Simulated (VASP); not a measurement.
# GaC30 (a cell with a defect) (Ga_C-V_C) in VASP: further runs

Runs on GaC30 (a cell with a defect) (Ga_C-V_C). Level: PBE. Tasks: single point.

Program: VASP 6.6.1. These are calculated values, not measurements. Logs are shortened: lines on timing, memory, paths and dates and some standing lists are left out, and cuts for length are marked.

**1. The cell of the first run**

The cell holds a defect, 31 atoms: a = 6.186 Å, b = 6.186 Å, c = 6.186 Å, α = 109.47°, β = 109.47°, γ = 109.47°.

**2. Single point, PBE, collinear spin**

INCAR reads:

```
ALGO = Normal
EDIFF = 1E-6
ENCUT = 520
GGA = PE
GGA_COMPAT = False
ISIF = 2
ISMEAR = 0
ISPIN = 2
LASPH = True
LCHARG = False
LORBIT = 11
LREAL = Auto
LWAVE = False
MAGMOM = 0 0 0.02 0.02 0.02 0.02 0.02 0.14 0.02 0.02 0.14 0.02 0 0.02 0.14 0 0.02 0.14 0.02 0.02 0.14 0.14 0.02 0.02 0.02 0.02 0 0 0.02 0.02 0.05
NBANDS = 92
NELECT = 134.0
NELM = 200
NUPDOWN = 2.0
PREC = Accurate
SIGMA = 0.01
```

KPOINTS reads:

```
Automatic mesh
0
Gamma
  1 1 1
  0.25 0.25 0.25
```

POSCAR reads:

```
GaC30
1.0
   -3.5716218700      3.5716218700      3.5716218700
    3.5716218700     -3.5716218700      3.5716218700
    3.5716218700      3.5716218700     -3.5716218700
C Ga
30 1
Direct
    0.0057016609      0.0062118809      0.0057016609
    0.0057016609      0.2557016609      0.7562118809
    0.0018379065      0.5031281790      0.5053396822
    0.0018379065      0.7553396822      0.2531281790
    0.2552763267      0.0048578950      0.7548578950
    0.2531281790      0.2518379065      0.5053396822
    0.2531281790      0.7553396822      0.0018379065
    0.4990566265      0.0190369650      0.4990566265
    0.5053396822      0.2518379065      0.2531281790
    0.5053396822      0.5031281790      0.0018379065
    0.4990566265      0.7490566265      0.7690369650
    0.7548578950      0.0048578950      0.2552763267
    0.7562118809      0.2557016609      0.0057016609
    0.7548578950      0.5052763267      0.7548578950
    0.7690369650      0.7490566265      0.4990566265
    0.0018529774      0.0023679032      0.7523679032
    0.0032136660      0.2532136660      0.5027922873
   -0.0109816290      0.5090122608      0.2590122608
    0.0032136660      0.7527922873      0.0032136660
    0.2527314019      0.0062251945      0.5049468284
    0.2590122608      0.2390183710      0.2590122608
    0.2590122608      0.5090122608     -0.0109816290
    0.2527314019      0.7549468284      0.7562251945
    0.5049468284      0.0062251945      0.2527314019
    0.5027922873      0.2532136660      0.0032136660
    0.5049468284      0.5027314019      0.7562251945
    0.7523679032      0.0023679032      0.0018529774
    0.7523679032      0.2518529774      0.7523679032
    0.7562251945      0.5027314019      0.5049468284
    0.7562251945      0.7549468284      0.2527314019
    0.3789727817      0.6289727817      0.3789727817
```

Potentials or basis: VASP PAW PBE potentials, release 64 (C, Ga_d).

Run with:

```
> cat potpaw_PBE.64/C/POTCAR potpaw_PBE.64/Ga_d/POTCAR > POTCAR
> mpirun -np 1 vasp_std > vasp.out
```

OUTCAR:

```text
EDIFF = 1E-6
   ENCUT = 520
   GGA = PE
   ISIF = 2
   ISMEAR = 0
   ISPIN = 2
   LASPH = True
   LORBIT = 11
   LREAL = Auto
   NELECT = 134.0
   NELM = 200
   NUPDOWN = 2.0
   PREC = Accurate

 ion  position               nearest neighbor table
   1  0.006  0.006  0.006-  21 1.53  16 1.55  27 1.55  19 1.56
   2  0.006  0.256  0.756-  22 1.53  16 1.55  28 1.55  17 1.56
   3  0.002  0.503  0.505-  18 1.51  29 1.52  17 1.54  23 1.55
   4  0.002  0.755  0.253-  18 1.51  30 1.52  19 1.54  20 1.55
   5  0.255  0.005  0.755-  25 1.53  23 1.54  20 1.54  16 1.56
   6  0.253  0.252  0.505-  21 1.51  20 1.52  17 1.54  26 1.55
[... 22 lines left out ...]
  29  0.756  0.503  0.505-  15 1.51   3 1.52  14 1.54   9 1.55
  30  0.756  0.755  0.253-  15 1.51   4 1.52  12 1.54  10 1.55
  31  0.379  0.629  0.379-  18 2.04  21 2.04  22 2.04   8 2.04  11 2.04  15 2.04

  LATTYP: Found a body centered cubic cell.
 ALAT       =     7.1432437400

  Lattice vectors:

 A1 = (  -3.5716218700,   3.5716218700,   3.5716218700)
 A2 = (   3.5716218700,  -3.5716218700,   3.5716218700)
 A3 = (   3.5716218700,   3.5716218700,  -3.5716218700)

Analysis of symmetry for initial positions (statically):
=====================================================================
 Subroutine PRICEL returns:
 Original cell was already a primitive cell.

 Routine SETGRP: Setting up the symmetry group for a
 body centered cubic supercell.

 Subroutine GETGRP returns: Found  6 space group operations
 (whereof  2 operations were pure point group operations)
 out of a pool of 48 trial point group operations.

The static configuration has the point symmetry C_1h.
 The point group associated with its full space group is C_3v.

Analysis of symmetry for dynamics (positions and initial velocities):
=====================================================================
 Subroutine PRICEL returns:
 Original cell was already a primitive cell.

 Routine SETGRP: Setting up the symmetry group for a
 body centered cubic supercell.

 Subroutine GETGRP returns: Found  6 space group operations
 (whereof  2 operations were pure point group operations)
 out of a pool of 48 trial point group operations.

The dynamic configuration has the point symmetry C_1h.
 The point group associated with its full space group is C_3v.

Analysis of structural, dynamic, and magnetic symmetry:
=====================================================================
[... 186 lines left out ...]
 Free energy of the ion-electron system (eV)
  ---------------------------------------------------
  ext. energy  EPLUGINS =         0.00000000
  ---------------------------------------------------
  free energy    TOTEN  =      -256.29584701 eV

  energy without entropy =     -256.29584701  energy(sigma->0) =     -256.29584701

 E-fermi :   9.6398     XC(G=0): -13.2975

 val. band max:       10.8469530669   @ k =   0.2500   0.2500   0.2500
 cond. band min:      11.4383661999   @ k =   0.2500   0.2500   0.2500
 fundamental gap:      0.5914131330
 Fermi energy:        10.9337022344

 spin component 1

 k-point     1 :       0.2500    0.2500    0.2500
  band No.  band energies     occupation
      1     -10.3734      1.00000
      2     -10.3734      1.00000
      3     -10.1209      1.00000
      4      -9.3105      1.00000
      5      -6.2348      1.00000
      6      -6.2104      1.00000
[... 71 lines left out ...]
     78      16.4097      0.00000
     79      16.4699      0.00000
 Fermi energy:         9.6398354110

 spin component 2

 k-point     1 :       0.2500    0.2500    0.2500
  band No.  band energies     occupation
      1     -10.3010      1.00000
      2     -10.3010      1.00000
      3     -10.0553      1.00000
      4      -9.2129      1.00000
      5      -6.1740      1.00000
      6      -6.1240      1.00000
[... 71 lines left out ...]
     78      16.5239      0.00000
     79      16.5366      0.00000
 [bands above 79 left out]

------------------------ aborting loop because EDIFF is reached ----------------------------------------

  FORCE on cell =-STRESS in cart. coord.  units (eV):
  Direction    XX          YY          ZZ          XY          YZ          ZX
  --------------------------------------------------------------------------------------
  -------------------------------------------------------------------------------------
  Total       29.1873907     29.1873907     29.1873907    -12.2405247    -12.2405247    -12.2405247
  in kB      256.5957399    256.5957399    256.5957399   -107.6103896   -107.6103896   -107.6103896
  external PRESSURE =     256.5957399 kB  Pullay stress =       0.0000000 kB

 VOLUME and BASIS-vectors are now :
 -----------------------------------------------------------------------------
  energy-cutoff  :      520.00
  volume of cell :      182.25
      direct lattice vectors                 reciprocal lattice vectors
    -3.571621870  3.571621870  3.571621870     0.000000000  0.139992423  0.139992423
     3.571621870 -3.571621870  3.571621870     0.139992423  0.000000000  0.139992423
     3.571621870  3.571621870 -3.571621870     0.139992423  0.139992423  0.000000000

 POSITION                                       TOTAL-FORCE (eV/Angst)
 -----------------------------------------------------------------------------------
      0.02219      0.01854      0.02219         0.004019     -0.008162      0.004019
      3.59381      1.80800     -1.76727         0.004019      0.004019     -0.008162
      3.59530      0.01446     -0.00133         0.001474      0.013528     -0.009048
      3.59530     -1.78715      1.80027         0.001474     -0.009048      0.013528
      1.80167      3.59047     -1.76697        -0.001151      0.001405      0.001405
      1.80027      1.80949     -0.00133         0.013528      0.001474     -0.009048
[... 23 lines left out ...]
      0.89810      0.90723      4.49467         0.003573     -0.010838      0.006791
      2.24645      0.46064      2.24645        -0.001950     -0.001950     -0.001950
 -----------------------------------------------------------------------------------
    total drift:                                0.088300      0.088300      0.088301

  FREE ENERGIE OF THE ION-ELECTRON SYSTEM (eV)
  ---------------------------------------------------
  free  energy   TOTEN  =      -256.2958470064 eV

  energy  without entropy=     -256.2958470064  energy(sigma->0) =     -256.29584701

 total charge

# of ion       s       p       d       tot
------------------------------------------
    1        0.824   1.746   0.000   2.570
    2        0.824   1.746   0.000   2.570
    3        0.834   1.777   0.000   2.611
    4        0.834   1.777   0.000   2.611
    5        0.829   1.763   0.000   2.592
    6        0.834   1.777   0.000   2.611
[... 23 lines left out ...]
   30        0.834   1.777   0.000   2.611
   31        0.868   1.166  10.191  12.226
--------------------------------------------------
tot         25.781  54.198  10.191  90.169

 magnetization (x)

# of ion       s       p       d       tot
------------------------------------------
    1       -0.000   0.001   0.000   0.001
    2       -0.000   0.001   0.000   0.001
    3        0.000   0.016   0.000   0.016
    4        0.000   0.016   0.000   0.016
    5        0.002   0.023   0.000   0.025
    6        0.000   0.016   0.000   0.016
[... 23 lines left out ...]
   30        0.000   0.016   0.000   0.016
   31       -0.019  -0.013   0.143   0.111
--------------------------------------------------
tot          0.086   1.206   0.143   1.435
```

It took 2.5 min on 1 thread of Intel Xeon Platinum 8488C (Sapphire Rapids), shared host; peak memory 0.39 GiB.

What came out:

```
Free energy                                           : -256.2958 eV
Largest force                                         : 0.016 eV/Å
Net moment                                            : 2.00 μB per cell
Site moments                                          : C +0.00, +0.02, +0.03, +0.16; Ga +0.11 μB
Valence electrons inside the program's atomic spheres : C 2.57, 2.61, 2.59; Ga 12.23
```

Forces on the atoms (eV/Å):
```
C    0.004 -0.008  0.004
C    0.004  0.004 -0.008
C    0.001  0.014 -0.009
C    0.001 -0.009  0.014
C   -0.001  0.001  0.001
C    0.014  0.001 -0.009
C    0.014 -0.009  0.001
C   -0.010  0.006 -0.010
C   -0.009  0.001  0.014
C   -0.009  0.014  0.001
C   -0.010 -0.010  0.006
C    0.001  0.001 -0.001
C   -0.008  0.004  0.004
C    0.001 -0.001  0.001
C    0.006 -0.010 -0.010
C    0.003 -0.001 -0.001
C    0.002  0.002  0.004
C   -0.012  0.003  0.003
C    0.002  0.004  0.002
C    0.007  0.004 -0.011
C    0.003 -0.012  0.003
C    0.003  0.003 -0.012
C    0.007 -0.011  0.004
C   -0.011  0.004  0.007
C    0.004  0.002  0.002
C   -0.011  0.007  0.004
C   -0.001 -0.001  0.003
C   -0.001  0.003 -0.001
C    0.004  0.007 -0.011
C    0.004 -0.011  0.007
Ga  -0.002 -0.002 -0.002
```

Caveat: the k points lie up to 1.24 Å⁻¹ apart; the cell carries a net charge on a neutralising background, which shifts energy and pressure; the cell is charged against a uniform background, so pressure and absolute levels hang on convention; the total moment is fixed, so each spin has its own Fermi level.

**3. Single point, PBE, collinear spin**

INCAR reads:

```
PREC     = Accurate       # precision mode
ENCUT    = 520            # plane-wave cutoff, eV
EDIFF    = 1E-6           # SCF threshold, eV
ISMEAR   = 0              # smearing method
SIGMA    = 0.01           # smearing width, eV
LREAL    = Auto         
LASPH    = T              # aspherical terms in the spheres
NELM     = 200            # most SCF steps
ALGO     = Normal         # electronic algorithm
ISIF     = 2              # what is computed and relaxed
LWAVE    = F              # write WAVECAR
LCHARG   = F              # write CHGCAR
ISPIN    = 2              # spin polarisation
MAGMOM   = 0 0 0.03 0.03 0.03 0.03 0.03 0.19 0.03 0.03 0.19 0.03 0 0.03 0.19 0 0.03 0.19 0.03 0.03 0.19 0.19 0.03 0.03 0.03 0.03 0 0 0.03 0.03 0.09 # initial moments
LORBIT   = 11             # projections on sites
NUPDOWN  = 3.0            # fixed moment
GGA      = PE             # functional
NBANDS   = 92             # bands
GGA_COMPAT= F
```

KPOINTS is that of step 2.

POSCAR reads:

```
GaC30
1.0
   -3.5716218700      3.5716218700      3.5716218700
    3.5716218700     -3.5716218700      3.5716218700
    3.5716218700      3.5716218700     -3.5716218700
C Ga
30 1
Direct
    0.0050857117      0.0056885257      0.0050857117
    0.0050857117      0.2550857117      0.7556885257
    0.0025324331      0.5029118112      0.5055595038
    0.0025324331      0.7555595038      0.2529118112
    0.2553243808      0.0049438339      0.7549438339
    0.2529118112      0.2525324331      0.5055595038
    0.2529118112      0.7555595038      0.0025324331
    0.5011687524      0.0227404353      0.5011687524
    0.5055595038      0.2525324331      0.2529118112
    0.5055595038      0.5029118112      0.0025324331
    0.5011687524      0.7511687524      0.7727404353
    0.7549438339      0.0049438339      0.2553243808
    0.7556885257      0.2550857117      0.0050857117
    0.7549438339      0.5053243808      0.7549438339
    0.7727404353      0.7511687524      0.5011687524
    0.0023828271      0.0029970913      0.7529970913
    0.0030788900      0.2530788900      0.5027082390
   -0.0147408103      0.5068675275      0.2568675275
    0.0030788900      0.7527082390      0.0030788900
    0.2525463463      0.0055634941      0.5051284120
    0.2568675275      0.2352591897      0.2568675275
    0.2568675275      0.5068675275     -0.0147408103
    0.2525463463      0.7551284120      0.7555634941
    0.5051284120      0.0055634941      0.2525463463
    0.5027082390      0.2530788900      0.0030788900
    0.5051284120      0.5025463463      0.7555634941
    0.7529970913      0.0029970913      0.0023828271
    0.7529970913      0.2523828271      0.7529970913
    0.7555634941      0.5025463463      0.5051284120
    0.7555634941      0.7551284120      0.2525463463
    0.3791287878      0.6291287878      0.3791287878
```

Potentials or basis: VASP PAW PBE potentials, release 64 (C, Ga_d).

Run with:

```
> cat potpaw_PBE.64/C/POTCAR potpaw_PBE.64/Ga_d/POTCAR > POTCAR
> mpirun -np 1 vasp_std > vasp.out
```

Wall time 2.7 min (1 thread of Intel Xeon Platinum 8488C (Sapphire Rapids), shared host); peak memory 0.39 GiB.

The run converged. Its results:

| Quantity | Value |
| --- | --- |
| Free energy | -265.8584 eV |
| Pressure | 14.1 GPa |
| Largest force | 0.028 eV/Å |
| Net moment | 3.00 μB per cell |
| Site moments | C +0.00, +0.03, +0.04, +0.22; Ga +0.21 μB |
| Valence electrons inside the program's atomic spheres | C 2.57, 2.59, 2.58; Ga 12.10 |

Forces in eV/Å, atoms in the order of the input:
```
C   -0.001 -0.024 -0.001
C   -0.001 -0.001 -0.024
C    0.015  0.011  0.006
C    0.015  0.006  0.011
C   -0.004 -0.001 -0.001
C    0.011  0.015  0.006
C    0.011  0.006  0.015
C   -0.003  0.015 -0.003
C    0.006  0.015  0.011
C    0.006  0.011  0.015
C   -0.003 -0.003  0.015
C   -0.001 -0.001 -0.004
C   -0.024 -0.001 -0.001
C   -0.001 -0.004 -0.001
C    0.015 -0.003 -0.003
C    0.018  0.002  0.002
C    0.007  0.007  0.005
C   -0.015  0.010  0.010
C    0.007  0.005  0.007
C    0.000 -0.014 -0.024
C    0.010 -0.015  0.010
C    0.010  0.010 -0.015
C    0.000 -0.024 -0.014
C   -0.024 -0.014  0.000
C    0.005  0.007  0.007
C   -0.024  0.000 -0.014
C    0.002  0.002  0.018
C    0.002  0.018  0.002
C   -0.014  0.000 -0.024
C   -0.014 -0.024  0.000
Ga  -0.010 -0.010 -0.010
```

Stress tensor (GPa, compression positive):
```
14.14 -7.92 -7.92
-7.92 14.14 -7.92
-7.92 -7.92 14.14
```

Caveat: the k points lie up to 1.24 Å⁻¹ apart; the moment is held away from its start; the total moment is fixed, so each spin has its own Fermi level.

**4. Single point, PBE, collinear spin, ferromagnetic start**

INCAR, as its differences from that of step 3:

```diff
@@ -13,3 +13,3 @@
 ISPIN    = 2              # spin polarisation
-MAGMOM   = 0 0 0.03 0.03 0.03 0.03 0.03 0.19 0.03 0.03 0.19 0.03 0 0.03 0.19 0 0.03 0.19 0.03 0.03 0.19 0.19 0.03 0.03 0.03 0.03 0 0 0.03 0.03 0.09 # initial moments
+MAGMOM   = 0.01 0.01 0.03 0.03 0.04 0.03 0.03 0.17 0.03 0.03 0.17 0.04 0.01 0.04 0.17 0.01 0.04 0.17 0.04 0.03 0.17 0.17 0.03 0.03 0.04 0.03 0.01 0.01 0.03 0.03 0.09 # initial moments
 LORBIT   = 11             # projections on sites
@@ -18,2 +18,3 @@
 NBANDS   = 92             # bands
+NELECT   = 131.0        
 GGA_COMPAT= F
```

KPOINTS is that of step 3.

POSCAR reads:

```
GaC30
1.0
   -3.5716218700      3.5716218700      3.5716218700
    3.5716218700     -3.5716218700      3.5716218700
    3.5716218700      3.5716218700     -3.5716218700
C Ga
30 1
Direct
    0.0042857185      0.0057043304      0.0042857185
    0.0042857185      0.2542857185      0.7557043304
    0.0047184667      0.5031300267      0.5054069195
    0.0047184667      0.7554069195      0.2531300267
    0.2560938380      0.0051844655      0.7551844655
    0.2531300267      0.2547184667      0.5054069195
    0.2531300267      0.7554069195      0.0047184667
    0.5045099381      0.0289056883      0.5045099381
    0.5054069195      0.2547184667      0.2531300267
    0.5054069195      0.5031300267      0.0047184667
    0.5045099381      0.7545099381      0.7789056883
    0.7551844655      0.0051844655      0.2560938380
    0.7557043304      0.2542857185      0.0042857185
    0.7551844655      0.5060938380      0.7551844655
    0.7789056883      0.7545099381      0.5045099381
    0.0023613766      0.0037794007      0.7537794007
    0.0028824868      0.2528824868      0.5019629370
   -0.0208366636      0.5035556206      0.2535556206
    0.0028824868      0.7519629370      0.0028824868
    0.2526539706      0.0033487486      0.5049334935
    0.2535556206      0.2291633364      0.2535556206
    0.2535556206      0.5035556206     -0.0208366636
    0.2526539706      0.7549334935      0.7533487486
    0.5049334935      0.0033487486      0.2526539706
    0.5019629370      0.2528824868      0.0028824868
    0.5049334935      0.5026539706      0.7533487486
    0.7537794007      0.0037794007      0.0023613766
    0.7537794007      0.2523613766      0.7537794007
    0.7533487486      0.5026539706      0.5049334935
    0.7533487486      0.7549334935      0.2526539706
    0.3790299821      0.6290299821      0.3790299821
```

Run with:

```
> cat potpaw_PBE.64/C/POTCAR potpaw_PBE.64/Ga_d/POTCAR > POTCAR
> mpirun -np 1 vasp_std > vasp.out
```

Run time: 94 s. Hardware: 1 thread of Intel Xeon Platinum 8488C (Sapphire Rapids), shared host; peak memory 0.39 GiB.

Results (log left out):

```
Free energy                                           : -286.0148 eV
Largest force                                         : 0.026 eV/Å
Net moment                                            : 3.00 μB per cell
Site moments                                          : C +0.01, +0.03, +0.04, +0.20; Ga +0.23 μB
Valence electrons inside the program's atomic spheres : C 2.55, 2.56, 2.54; Ga 11.91
```

Forces in eV/Å, atoms in the order of the input:
```
C   -0.007 -0.006 -0.007
C   -0.007 -0.007 -0.006
C   -0.006  0.003 -0.025
C   -0.006 -0.025  0.003
C   -0.017 -0.006 -0.006
C    0.003 -0.006 -0.025
C    0.003 -0.025 -0.006
C   -0.010 -0.003 -0.010
C   -0.025 -0.006  0.003
C   -0.025  0.003 -0.006
C   -0.010 -0.010 -0.003
C   -0.006 -0.006 -0.017
C   -0.006 -0.007 -0.007
C   -0.006 -0.017 -0.006
C   -0.003 -0.010 -0.010
C    0.006  0.007  0.007
C    0.006  0.006  0.017
C    0.003  0.010  0.010
C    0.006  0.017  0.006
C    0.025  0.006 -0.003
C    0.010  0.003  0.010
C    0.010  0.010  0.003
C    0.025 -0.003  0.006
C   -0.003  0.006  0.025
C    0.017  0.006  0.006
C   -0.003  0.025  0.006
C    0.007  0.007  0.006
C    0.007  0.006  0.007
C    0.006  0.025 -0.003
C    0.006 -0.003  0.025
Ga   0.000  0.000  0.000
```

Caveat: the k points lie up to 1.24 Å⁻¹ apart; the cell carries a net charge on a neutralising background, which shifts energy and pressure; the cell is charged against a uniform background, so pressure and absolute levels hang on convention; the moment is held away from its start; the total moment is fixed, so each spin has its own Fermi level.
